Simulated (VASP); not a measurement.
# TePtSe3 (Pm-3m) in VASP: settings compared

The runs below take TePtSe3 through single point, relaxation of cell and atoms, with PBEsol, r2SCAN+rVV10.

Program: VASP 6.6.1. These are calculated values, not measurements. Logs are shortened: lines on timing, memory, paths and dates and some standing lists are left out, and cuts for length are marked.

## Step 1: The cell of the first run

The structure is cubic, space group Pm-3m (No. 221). The conventional cell has a = 4.878 Å, b = 4.878 Å, c = 4.878 Å, α = 90.00°, β = 90.00°, γ = 90.00°. Within 4.5 Å of Te (site symmetry m-3m) lie 12 Se at 3.45 Å and 8 Pt at 4.22 Å. Within 3.2 Å of Pt (site symmetry m-3m) lie 6 Se at 2.44 Å. Within 3.2 Å of Se (site symmetry 4/mmm) lie 2 Pt at 2.44 Å.

## Step 2: Single point, PBEsol

Input file INCAR:

```
PREC = Accurate
ENCUT = 520
EDIFF = 1E-7
ISMEAR = -1
SIGMA = 0.03
LREAL = F
LASPH = T
NELM = 80
ALGO = Normal
ISIF = 2
LWAVE = F
LCHARG = T
GGA = PS
LELF = T
LVHAR = T
NBANDS = 25
```

Input file KPOINTS:

```
Automatic mesh
0
Gamma
  4 4 4
```

Input file POSCAR:

```
TePtSe3
1.0
    4.8782289415      0.0000000000      0.0000000000
    0.0000000000      4.8782289415      0.0000000000
    0.0000000000      0.0000000000      4.8782289415
Te Pt Se
1 1 3
Direct
    0.0000000000      0.0000000000      0.0000000000
    0.5000000000      0.5000000000      0.5000000000
    0.0000000000      0.5000000000      0.5000000000
    0.5000000000      0.0000000000      0.5000000000
    0.5000000000      0.5000000000      0.0000000000
```

Potentials or basis: VASP PAW PBE potentials, release 64 (Te, Pt, Se).

Launch:

```bash
cat potpaw_PBE.64/Te/POTCAR potpaw_PBE.64/Pt/POTCAR potpaw_PBE.64/Se/POTCAR > POTCAR
mpirun -np 1 vasp_std > vasp.out
```

OUTCAR:

```text
PREC = Accurate
   ENCUT = 520
   EDIFF = 1E-7
   ISMEAR = -1
   LREAL = F
   LASPH = T
   NELM = 80
   ISIF = 2
   GGA = PS

 ion  position               nearest neighbor table
   1  0.000  0.000  0.000-
   2  0.500  0.500  0.500-   3 2.44   4 2.44   5 2.44   5 2.44   4 2.44   3 2.44
   3  0.000  0.500  0.500-   2 2.44   2 2.44
   4  0.500  0.000  0.500-   2 2.44   2 2.44
   5  0.500  0.500  0.000-   2 2.44   2 2.44

  LATTYP: Found a simple cubic cell.
 ALAT       =     4.8782289415

  Lattice vectors:

 A1 = (   4.8782289415,   0.0000000000,   0.0000000000)
 A2 = (   0.0000000000,   4.8782289415,   0.0000000000)
 A3 = (   0.0000000000,   0.0000000000,   4.8782289415)

Analysis of symmetry for initial positions (statically):
=====================================================================
 Subroutine PRICEL returns:
 Original cell was already a primitive cell.

 Routine SETGRP: Setting up the symmetry group for a
 simple cubic supercell.

 Subroutine GETGRP returns: Found 48 space group operations
 (whereof 48 operations were pure point group operations)
 out of a pool of 48 trial point group operations.

The static configuration has the point symmetry O_h .

Analysis of symmetry for dynamics (positions and initial velocities):
=====================================================================
 Subroutine PRICEL returns:
 Original cell was already a primitive cell.

 Routine SETGRP: Setting up the symmetry group for a
 simple cubic supercell.

 Subroutine GETGRP returns: Found 48 space group operations
 (whereof 48 operations were pure point group operations)
 out of a pool of 48 trial point group operations.

The dynamic configuration has the point symmetry O_h .

 Subroutine INISYM returns: Found 48 space group operations
 (whereof 48 operations are pure point group operations),
 and found     1 'primitive' translations

----------------------------------------------------------------------------------------

                                     Primitive cell

  volume of cell :     116.0878

  direct lattice vectors                    reciprocal lattice vectors
     4.878228941  0.000000000  0.000000000     0.204992429  0.000000000  0.000000000
     0.000000000  4.878228941  0.000000000     0.000000000  0.204992429  0.000000000
     0.000000000  0.000000000  4.878228941     0.000000000  0.000000000  0.204992429

  length of vectors
     4.878228941  4.878228941  4.878228941     0.204992429  0.204992429  0.204992429

  position of ions in fractional coordinates (direct lattice)
     0.000000000  0.000000000  0.000000000
     0.500000000  0.500000000  0.500000000
     0.000000000  0.500000000  0.500000000
     0.500000000  0.000000000  0.500000000
     0.500000000  0.500000000  0.000000000

  ion indices of the primitive-cell ions
   primitive index   ion index
                 1           1
                 2           2
                 3           3
                 4           4
                 5           5

----------------------------------------------------------------------------------------

 KPOINTS: Automatic mesh

Automatic generation of k-mesh.
 Grid dimensions read from file:
 generate k-points for:    4    4    4

 Generating k-lattice:

  Cartesian coordinates                     Fractional coordinates (reciprocal lattice)
     0.051248107  0.000000000  0.000000000     0.250000000  0.000000000  0.000000000
     0.000000000  0.051248107  0.000000000     0.000000000  0.250000000  0.000000000
     0.000000000  0.000000000  0.051248107     0.000000000  0.000000000  0.250000000

  Length of vectors
     0.051248107  0.051248107  0.051248107

  Shift w.r.t. Gamma in fractional coordinates (k-lattice)
     0.000000000  0.000000000  0.000000000

 Subroutine IBZKPT returns following result:
 ===========================================

 Found     10 irreducible k-points:

 Following reciprocal coordinates:
            Coordinates               Weight
  0.000000  0.000000  0.000000      1.000000
  0.250000  0.000000  0.000000      6.000000
  0.500000  0.000000  0.000000      3.000000
  0.250000  0.250000  0.000000     12.000000
  0.500000  0.250000  0.000000     12.000000
  0.500000  0.500000  0.000000      3.000000
  0.250000  0.250000  0.250000      8.000000
  0.500000  0.250000  0.250000     12.000000
  0.500000  0.500000  0.250000      6.000000
  0.500000  0.500000  0.500000      1.000000
   k-points           NKPTS =     10   k-points in BZ     NKDIM =     10   number of bands    NBANDS=     25
   number of dos      NEDOS =    301   number of ions     NIONS =      5
   total plane-waves  NPLWV =  46656
   dimension x,y,z NGX =    36 NGY =   36 NGZ =   36
   dimension x,y,z NGXF=    72 NGYF=   72 NGZF=   72
   ions per type =               1   1   3
   NGX,Y,Z   is equivalent  to a cutoff of  12.27, 12.27, 12.27 a.u.
   NGXF,Y,Z  is equivalent  to a cutoff of  24.54, 24.54, 24.54 a.u.
 SYSTEM =  unknown system
   PREC   = accura    normal or accurate (medium, high low for compatibility)
   ISTART =      0    job   : 0-new  1-cont  2-samecut
   ICHARG =      2    charge: 1-file 2-atom 10-const
   ISPIN  =      1    spin polarized calculation?
   LNONCOLLINEAR =      F non collinear calculations
   LSORBIT =      F    spin-orbit coupling
   LASPH  =      T    aspherical Exc in radial PAW
   ENCUT  =  520.0 eV  38.22 Ry    6.18 a.u.   9.07  9.07  9.07*2*pi/ulx,y,z
   NELM   =     80;   NELMIN=  2; NELMDL= -5     # of ELM steps
   EDIFF  = 0.1E-06   stopping-criterion for ELM
   LREAL  =      F    real-space projection
   EDIFFG = 0.1E-05   stopping-criterion for IOM
   NSW    =      0    number of steps for IOM
   IBRION =     -1    ionic relax: 0-MD 1-quasi-New 2-CG
   NFREE  =      0    steps in history (QN), initial steepest desc. (CG)
   ISIF   =      2    stress and relaxation
   ISYM   =      2    0-nonsym 1-usesym 2-fastsym
   POTIM  = 0.5000    time-step for ionic-motion
   TEBEG  =    0.0;   TEEND  =   0.0 temperature during run
   PSTRESS=    0.0 pullay stress
   NELECT =      34.0000    total number of electrons
   NUPDOWN=      -1.0000    fix difference up-down
   EMIN   =  10.00;   EMAX   =-10.00  energy-range for DOS
   EFERMI =   0.00;   METHOD = LEGACY
   ISMEAR =    -1;   SIGMA  =   0.03  broadening in eV -4-tet -1-fermi 0-gaus
   EFERMI_NEDOS =   21; number of points for ismear=-14 and -15
   IALGO  =     38    algorithm
   IMIX   =      4    mixing-type and parameters
     AMIX     =   0.40;   BMIX     =  1.00
     AMIX_MAG =   1.60;   BMIX_MAG =  1.00
  volume/ion in A,a.u.               =      23.22       156.68
  Fermi-wavevector in a.u.,A,eV,Ry     =   1.087190  2.054492 16.081856  1.181983
  Thomas-Fermi vector in A             =   2.223344
   LORBIT       =      0    0 simple, 1 ext, 2 COOP (PROOUT), +10 PAW based schemes
   GGA     = PS    functional components
   LHFCALC =     F    Hartree Fock is set to
   AEXX    =    0.0000 exact exchange contribution
   IVDW    =     0    specifies the selected vdW correction
   LEPSILON=     F    determine dielectric tensor
   LRPA    =     F    only Hartree local field effects (RPA)
 non-spin polarized calculation
  energy-cutoff  :      520.00
  volume of cell :      116.09
 maximum number of plane-waves:      3178
   NGX = 19   NGY = 19   NGZ = 19

 number of electron      34.0000003 magnetization

 Free energy of the ion-electron system (eV)
  ---------------------------------------------------
  ext. energy  EPLUGINS =         0.00000000
  ---------------------------------------------------
  free energy    TOTEN  =       -20.57467807 eV

  energy without entropy =      -20.55735359  energy(sigma->0) =      -20.56601583

 E-fermi :   5.2132     XC(G=0): -10.3712

 val. band max:        5.2090795533   @ k =   0.5000   0.0000   0.0000
 cond. band min:       5.6167024750   @ k =   0.5000   0.2500   0.0000
 fundamental gap:      0.4076229216
 Fermi energy:         5.2131870679

 k-point     1 :       0.0000    0.0000    0.0000
  band No.  band energies     occupation
      1      -9.3168      2.00000
      2      -7.3860      2.00000
      3      -7.3860      2.00000
      4      -4.9468      2.00000
      5       0.3503      2.00000
      6       0.3503      2.00000
[... 17 lines left out ...]
     24       9.9699      0.00000
     25      12.0197      0.00000

 k-point     2 :       0.2500    0.0000    0.0000
  band No.  band energies     occupation
      1      -9.0514      2.00000
      2      -7.4772      2.00000
      3      -7.3721      2.00000
      4      -5.0821      2.00000
      5      -0.5115      2.00000
      6       0.4295      2.00000
[... 17 lines left out ...]
     24      11.1827      0.00000
     25      12.1129      0.00000

 k-point     3 :       0.5000    0.0000    0.0000
  band No.  band energies     occupation
      1      -8.6494      2.00000
      2      -7.7468      2.00000
      3      -7.3580      2.00000
      4      -5.1062      2.00000
      5      -1.4344      2.00000
      6       0.5013      2.00000
[... 17 lines left out ...]
     24      12.5570      0.00000
     25      12.9360      0.00000

 k-point     4 :       0.2500    0.2500    0.0000
  band No.  band energies     occupation
      1      -8.7877      2.00000
      2      -7.4398      2.00000
      3      -7.4164      2.00000
      4      -5.2255      2.00000
      5      -0.5515      2.00000
      6      -0.4365      2.00000
[... 17 lines left out ...]
     24      11.9950      0.00000
     25      13.2805      0.00000
[... 85 lines left out ...]
 k-point     8 :       0.5000    0.2500    0.2500
  band No.  band energies     occupation
      1      -8.1265      2.00000
      2      -7.5403      2.00000
      3      -7.3830      2.00000
      4      -5.3470      2.00000
      5      -1.6353      2.00000
      6      -0.5295      2.00000
[... 17 lines left out ...]
     24      13.1249      0.00000
     25      13.2277      0.00000

 k-point     9 :       0.5000    0.5000    0.2500
  band No.  band energies     occupation
      1      -7.7544      2.00000
      2      -7.4436      2.00000
      3      -7.4436      2.00000
      4      -5.4123      2.00000
      5      -2.0948      2.00000
      6      -1.0720      2.00000
[... 17 lines left out ...]
     24      12.2871      0.00000
     25      13.8088      0.00000

 k-point    10 :       0.5000    0.5000    0.5000
  band No.  band energies     occupation
      1      -7.4000      2.00000
      2      -7.4000      2.00000
      3      -7.4000      2.00000
      4      -5.3002      2.00000
      5      -2.6017      2.00000
      6      -1.0674      2.00000
[... 17 lines left out ...]
     24      10.9097      0.00000
     25      12.9236      0.00000

------------------------ aborting loop because EDIFF is reached ----------------------------------------

  FORCE on cell =-STRESS in cart. coord.  units (eV):
  Direction    XX          YY          ZZ          XY          YZ          ZX
  --------------------------------------------------------------------------------------
  -------------------------------------------------------------------------------------
  Total        0.0521510      0.0521510      0.0521510     -0.0000000     -0.0000000      0.0000000
  in kB        0.7197580      0.7197580      0.7197580     -0.0000000     -0.0000000      0.0000000
  external PRESSURE =       0.7197580 kB  Pullay stress =       0.0000000 kB

 VOLUME and BASIS-vectors are now :
 -----------------------------------------------------------------------------
  energy-cutoff  :      520.00
  volume of cell :      116.09
      direct lattice vectors                 reciprocal lattice vectors
     4.878228941  0.000000000  0.000000000     0.204992429  0.000000000  0.000000000
     0.000000000  4.878228941  0.000000000     0.000000000  0.204992429  0.000000000
     0.000000000  0.000000000  4.878228941     0.000000000  0.000000000  0.204992429

 POSITION                                       TOTAL-FORCE (eV/Angst)
 -----------------------------------------------------------------------------------
      0.00000      0.00000      0.00000         0.000000      0.000000      0.000000
      2.43911      2.43911      2.43911         0.000000      0.000000      0.000000
      0.00000      2.43911      2.43911         0.000000      0.000000      0.000000
      2.43911      0.00000      2.43911         0.000000      0.000000      0.000000
      2.43911      2.43911      0.00000         0.000000      0.000000      0.000000
 -----------------------------------------------------------------------------------
    total drift:                                0.000000      0.000000      0.000000

  FREE ENERGIE OF THE ION-ELECTRON SYSTEM (eV)
  ---------------------------------------------------
  free  energy   TOTEN  =       -20.5746780720 eV

  energy  without entropy=      -20.5573535864  energy(sigma->0) =      -20.56601583
```

It took 21 s on 1 thread of AMD EPYC 9R45 (Zen 5), shared host; peak memory 0.19 GiB.

What came out:

```yaml
Free_energy: -20.5747 eV
Pressure: 0.1 GPa
Band_gap_on_the_k_mesh: zero (band 17 reaches 7.39 eV, above the bottom of band 18 at 4.17 eV)
```

Levels at points of the mesh, in eV from the Fermi level:
| k point | band 14 | band 15 | band 16 | band 17 | band 18 | band 19 | band 20 | band 21 |
| --- | --- | --- | --- | --- | --- | --- | --- | --- |
| (0.00, 0.00, 0.00) | -1.45 | -1.45 | -1.05 | -1.05 | -1.05 | 1.66 | 1.66 | 1.66 |
| (0.50, 0.00, 0.00) | -1.63 | -1.60 | -1.60 | -0.62 | -0.62 | 0.00 | 1.07 | 1.07 |
| (0.50, 0.50, 0.00) | -1.35 | -0.63 | -0.24 | -0.24 | 0.55 | 1.11 | 1.11 | 4.87 |
| (0.50, 0.50, 0.50) | 0.60 | 0.60 | 0.60 | 2.18 | 2.18 | 2.18 | 4.94 | 4.94 |

Caveat: the PAW data sets were made with another functional, which shifts forces and pressure a little; spin-orbit coupling is left out, which moves the levels of the heavy elements.

(Continued in part 2 of 2.)
